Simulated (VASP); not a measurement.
Write the native input for VASP 6.6.1 that does the following.

* Task: single point
* Functional: LDA
* Potentials or basis: VASP PAW LDA potentials, release 64 (Mn_pv)
* Cutoff: 520 eV
* k mesh: 15 × 15 × 15
* Occupations: fermi-dirac, width 0.1 eV
* Spin: no spin polarisation
* Dipole correction: no
* Further INCAR settings: ALGO = Normal; EDIFF = 1e-06; NBANDS = 12

The structure of Mn lies in POSCAR:

```
Mn
1.0
   -1.3632514138      1.3632514138      1.3632514138
    1.3632514138     -1.3632514138      1.3632514138
    1.3632514138      1.3632514138     -1.3632514138
Mn
1
Direct
    0.0000000000      0.0000000000      0.0000000000
```

These files were run (other wordings do the same):

INCAR

```
SYSTEM = Mn
ALGO = Normal ; EDIFF = 1E-6
ENCUT = 520 ; ISIF = 2
ISMEAR = -1 ; LASPH = .True.
LCHARG = .False. ; LREAL = .False.
LWAVE = .False. ; NBANDS = 12
NELM = 100 ; PREC = Accurate
SIGMA = 0.1
```

KPOINTS

```
k-points
0
Gamma
  15 15 15
  0 0 0
```

Potentials or basis: VASP PAW LDA potentials, release 64 (Mn_pv).

Command:

```bash
$ cat potpaw_LDA.64/Mn_pv/POTCAR > POTCAR
$ mpirun -np 1 vasp_std > vasp.out
```

Results of the run:

- Pressure: 0.4 GPa

Caveat: the run has no spin polarisation, though such a crystal can be magnetic.

Run time: 11 s on 1 thread of AMD EPYC 7R13 (shared host), peak memory 0.09 GiB.
